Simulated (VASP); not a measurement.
Input of a VASP 6.6.1 run:

INCAR

```
ALGO     = Normal         # electronic algorithm
EDIFF    = 1E-7           # SCF threshold, eV
ENCUT    = 520            # plane-wave cutoff, eV
GGA      = PE             # functional
ISIF     = 2              # what is computed and relaxed
ISMEAR   = 0              # smearing method
IVDW     = 12             # dispersion correction
LASPH    = True           # aspherical terms in the spheres
LCHARG   = False          # write CHGCAR
LREAL    = False          # projectors in reciprocal space
LWAVE    = False          # write WAVECAR
NBANDS   = 35             # bands
NELM     = 100            # most SCF steps
PREC     = Accurate       # precision mode
SIGMA    = 0.05           # smearing width, eV
```

KPOINTS

```
k-points
0
Gamma
  12 12 2
```

POSCAR

```
WSe2
1.0
    3.2791854394      0.0000000000      0.0000000000
   -1.6395927197      2.8398578942      0.0000000000
    0.0000000000      0.0000000000     12.7881288370
W Se
2 4
Direct
    0.6629765662      0.3270649125      0.2500753935
    0.3268283705      0.6620639916      0.7519199883
    0.3271285700      0.6698426182      0.3810440806
    0.6693942652      0.3328681466      0.8804428213
    0.3414233822      0.6727176803      0.1174776518
    0.6722488460      0.3354426508      0.6190400644
```

Potentials or basis: VASP PAW PBE potentials, release 64 (W_sv, Se).

Command:

```console
$ cat potpaw_PBE.64/W_sv/POTCAR potpaw_PBE.64/Se/POTCAR > POTCAR
$ mpirun -np 1 vasp_std > vasp.out
```

Q: Estimate the pressure.

A: 1.0 GPa.

Q: What does it give for the band gap on the k mesh?

A: 0.88 eV (least direct gap 1.52 eV).

Q: What does it give for the dispersion energy per atom?

A: -0.475 eV.

Forces on the atoms (eV/Å):
```
W   -0.058  0.567 -0.290
W    0.498  0.293 -0.826
Se   0.203 -0.253  0.204
Se  -0.239 -0.122  0.712
Se  -0.144 -0.315  0.098
Se  -0.261 -0.170  0.102
```

Caveat: the cell differs from its parent crystal (atoms moved at random); spin-orbit coupling is left out, which moves the levels of the heavy elements; forces of over 1 eV/Å act on the atoms, so gaps and moduli don't describe the material at rest. A k mesh can miss the band edges.
